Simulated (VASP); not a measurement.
Wanted: the native input for a VASP 6.6.1 run.

```yaml
Task: single point
Functional: LDA
Potentials_or_basis: VASP PAW LDA potentials, release 64 (Y_sv)
Cutoff: 520 eV
k_mesh: 17 × 17 × 10
Occupations: fermi-dirac, width 0.1 eV
Spin: no spin polarisation
Dipole_correction: no
Further_INCAR_settings: ALGO = Normal; EDIFF = 1e-06; NBANDS = 18
```

The structure of Y lies in POSCAR:

```
Y
1.0
    3.6755277636      0.0000000000      0.0000000000
   -1.8377638818      3.1831004156      0.0000000000
    0.0000000000      0.0000000000      5.7375314924
Y
2
Direct
    0.3333333333      0.6666666667      0.2500000000
    0.6666666667      0.3333333333      0.7500000000
```

The input as run:

INCAR

```
PREC     = Accurate       # precision mode
ENCUT    = 520            # plane-wave cutoff, eV
EDIFF    = 1E-6           # SCF threshold, eV
ISMEAR   = -1             # smearing method
SIGMA    = 0.1            # smearing width, eV
LREAL    = False          # projectors in reciprocal space
LASPH    = True           # aspherical terms in the spheres
NELM     = 100            # most SCF steps
ALGO     = Normal         # electronic algorithm
ISIF     = 2              # what is computed and relaxed
LWAVE    = False          # write WAVECAR
LCHARG   = False          # write CHGCAR
GGA      = CA             # functional
NBANDS   = 18             # bands
```

KPOINTS

```
Automatic mesh
0
Gamma
  17 17 10
```

Potentials or basis: VASP PAW LDA potentials, release 64 (Y_sv).

Command:

```bash
$ cat potpaw_LDA.64/Y_sv/POTCAR > POTCAR
$ mpirun -np 1 vasp_std > vasp.out
```

It gave:

The pressure is -4.3 GPa and the band gap on the k mesh is zero (bands 11 and 12 overlap by 1.39 eV).

Caveat: the cell stands under tension.

Run time: 110 s on 1 thread of Intel(R) Xeon(R) 6975P-C (Granite Rapids), on a shared host, peak memory 0.33 GiB.
